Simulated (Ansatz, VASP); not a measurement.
ZnS: VASP beside Ansatz

```
Zn S
1.0
     3.73132    0.00000    0.00000
    -1.86566    3.23142    0.00000
     0.00000    0.00000   12.21252
Zn S
4 4
Direct
  0.00000 0.00000 0.00005
  0.00000 0.00000 0.50005
  0.33333 0.66667 0.25002
  0.66667 0.33333 0.75002
  0.00000 0.00000 0.18729
  0.00000 0.00000 0.68729
  0.33333 0.66667 0.43764
  0.66667 0.33333 0.93764
```

Change from the starting cell: strain -0.030 along x and y, -0.030 along z, atoms carried along.

Alike in both runs: task single point; functional PBE; k mesh 12 × 12 × 2; occupations gaussian, width 0.05 eV; no spin polarisation.

```csv
,VASP,Ansatz
version,VASP 6.6.1,Ansatz 0.2.0
potentials or method,"VASP PAW PBE potentials, release 64 (Zn, S), cutoff 520 eV","scalar-relativistic, plane waves, PAW"
valence electrons in the cell,72,72
```

```tsv
	VASP	Ansatz	Ansatz less VASP
gap on the k mesh at the Fermi level (eV)	2.47	2.46	-0.009
least direct gap on the mesh (eV)	2.47	2.46	-0.009
pressure (GPa)	8.0	7.8	-0.25
rms of the force components (eV/Å)	0.009	0.009	-0.0002
```

Atom by atom the forces differ by 0.000 eV/Å (rms over components). The functional is the same, so the differences come from potentials, cutoffs and numerics.
